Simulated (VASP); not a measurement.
# GaP: relaxation of cell and atoms with PBEsol

GaP:

```
CELL_PARAMETERS angstrom
0.00000 2.69350 2.69350
2.69350 0.00000 2.69350
2.69350 2.69350 0.00000
ATOMIC_POSITIONS crystal
Ga 0.00000 0.00000 0.00000
P 0.25000 0.25000 0.25000
```

```
Program                : VASP 6.6.1
Task                   : relaxation of cell and atoms
Functional             : PBEsol
Potentials or basis    : VASP PAW PBE potentials, release 64 (Ga_d, P)
Cutoff                 : 600 eV
k mesh                 : 10 × 10 × 10
Occupations            : gaussian, width 0.02 eV
Spin                   : no spin polarisation
Dipole correction      : no
Further INCAR settings : ALGO = Normal; EDIFF = 1e-07; IBRION = 2; EDIFFG = -0.01; NSW = 80; ISIF = 3
```

The relaxed volume is 20.09 Å³/atom, the relaxed cell is a = 3.844 Å, b = 3.844 Å, c = 3.844 Å, α = 60.00°, β = 60.00°, γ = 60.00° and the space group after relaxing (to 0.05 Å) is F-43m (No. 216). The energy gained by relaxing is 4.2 meV/atom and the ionic steps are 3. The pressure after relaxing is 0.0 GPa and the band gap on the k mesh is 1.47 eV, indirect (least direct gap 1.81 eV).

The path:
```
step  energy change (eV)  largest force (eV/Å)  pressure (GPa)  volume (Å³)
   1              0.0000                0.0000            2.49        39.08
   2             -0.0056                0.0000           -1.30        40.83
   3             -0.0083                0.0000            0.00        40.18
```

Final structure:
```cif
data_structure
_symmetry_space_group_name_H-M 'P 1'
_symmetry_Int_Tables_number 1
_cell_length_a 3.8445
_cell_length_b 3.8445
_cell_length_c 3.8445
_cell_angle_alpha 60.000
_cell_angle_beta 60.000
_cell_angle_gamma 60.000
_cell_volume 40.18
loop_
_atom_site_label
_atom_site_type_symbol
_atom_site_fract_x
_atom_site_fract_y
_atom_site_fract_z
_atom_site_occupancy
Ga1 Ga 0.00000 0.00000 0.00000 1
P1 P 0.25000 0.25000 0.25000 1
```

Levels at points of the mesh, in eV from the valence-band top:
```csv
k point,band 5,band 6,band 7,band 8,band 9,band 10,band 11,band 12,band 13
"(0.00, 0.00, 0.00)",-14.45,-12.58,0.00,0.00,0.00,1.81,3.83,3.83,3.83
"(0.50, 0.00, 0.00)",-14.44,-10.47,-6.74,-1.14,-1.14,1.61,4.65,4.65,8.10
"(0.50, 0.50, 0.00)",-14.43,-9.54,-6.84,-2.74,-2.74,1.50,1.71,10.61,10.61
```

Run time: 59 s on 1 thread of Intel(R) Xeon(R) Platinum 8259CL CPU @ 2.50GHz (Skylake/Cascade Lake) (shared host), peak memory 0.19 GiB.

Caveat: the PAW data sets were made with another functional, which shifts forces and pressure a little. As with any semilocal functional, this PBEsol gap is likely too small.
